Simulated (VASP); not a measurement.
SrTiO3, 10 atoms in the cell. Symmetry: Pm-3m, No. 221, cubic system. Conventional cell: a = 3.936 Å, b = 3.936 Å, c = 3.936 Å, α = 90.00°, β = 90.00°, γ = 90.00°. Sr (site symmetry m-3m) has 12 O at 2.78 Å and 8 Ti at 3.41 Å within 3.7 Å. Ti (site symmetry m-3m) has 6 O at 1.97 Å within 2.6 Å. O (site symmetry 4/mmm) has 2 Ti at 1.97 Å within 2.6 Å. 

```yaml
Program: VASP 6.6.1
Task: single point
Functional: PBE
Potentials_or_basis: VASP PAW PBE potentials, release 64 (Sr_sv, Ti_sv, O)
Cutoff: 520 eV
k_mesh: 6 × 6 × 6
Occupations: gaussian, width 0.05 eV
Spin: collinear spin
Starting_moments: "[0.0, 0.0, 1.0, -1.0, 0.0, 0.0, 0.0, 0.0, 0.0, 0.0] μB"
Dipole_correction: no
Further_INCAR_settings: ALGO = Normal; EDIFF = 1e-06; NBANDS = 55
```

Potentials or basis: VASP PAW PBE potentials, release 64 (Sr_sv, Ti_sv, O).

Run with:

```console
$ cat potpaw_PBE.64/Sr_sv/POTCAR potpaw_PBE.64/Ti_sv/POTCAR potpaw_PBE.64/O/POTCAR > POTCAR
$ mpirun -np 1 vasp_std > vasp.out
```

Hardware: 1 thread of Intel(R) Xeon(R) 6975P-C (Granite Rapids), with other jobs on the host.

**Question.** How long does it take, and how much memory?

**Answer.** Wall time 3.6 min on 1 thread of Intel(R) Xeon(R) 6975P-C (Granite Rapids) (shared host), peak memory 0.41 GiB. Counts: scf iterations 16, k points 16.
